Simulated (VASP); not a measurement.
Set up this calculation in VASP 6.6.1, as the native input.

```
Task                   : single point
Functional             : PBE
Potentials or basis    : VASP PAW PBE potentials, release 64 (Sn_d, O)
Cutoff                 : 520 eV
k mesh                 : 6 × 6 × 8
Occupations            : gaussian, width 0.05 eV
Spin                   : no spin polarisation
Dipole correction      : no
Further INCAR settings : ALGO = Normal; EDIFF = 1e-06; NBANDS = 35
```

The structure of SnO2 lies in POSCAR:

```
SnO2
1.0
    4.8539386023      0.0000000000      0.0000000000
    0.0000000000      4.8539523402      0.0000000000
    0.0000000000      0.0000000000      3.2031140837
Sn O
2 4
Direct
    0.5000000000      0.5000000000      0.5000000000
    0.0000000000      0.0000000000      0.0000000000
    0.2919258790      0.2919837714      0.0000000000
    0.7919258790      0.2080162286      0.5000000000
    0.2080741210      0.7919837714      0.5000000000
    0.7080741210      0.7080162286      0.0000000000
```

This cell differs from its parent crystal: atoms shifted along a free coordinate, c/a of the conventional cell at fixed volume 0.6599.

The input as run:

INCAR

```
PREC = Accurate
ENCUT = 520
EDIFF = 1E-6
ISMEAR = 0
SIGMA = 0.05
LREAL = False
LASPH = True
NELM = 80
ALGO = Normal
ISIF = 2
LWAVE = False
LCHARG = True
GGA = PE
LELF = True
LVHAR = True
NBANDS = 35
```

KPOINTS

```
Automatic mesh
0
Gamma
  6 6 8
```

Potentials or basis: VASP PAW PBE potentials, release 64 (Sn_d, O).

Command:

```sh
$ cat potpaw_PBE.64/Sn_d/POTCAR potpaw_PBE.64/O/POTCAR > POTCAR
$ mpirun -np 1 vasp_std > vasp.out
```

Results of the run:

| Property | Result |
| --- | --- |
| Pressure | 0.1 GPa |
| Largest force | 1.828 eV/Å |
| Band gap on the k mesh | 0.32 eV |

Caveat: semilocal functionals underestimate gaps, and a narrow one can read as zero; spin-orbit coupling is left out, which moves the levels of the heavy elements; forces of over 1 eV/Å act on the atoms, so gaps and moduli don't describe the material at rest.

It took 64 s on 1 thread of AMD EPYC 9R45 96-Core Processor (Zen 5), on a shared host, peak memory 0.26 GiB.
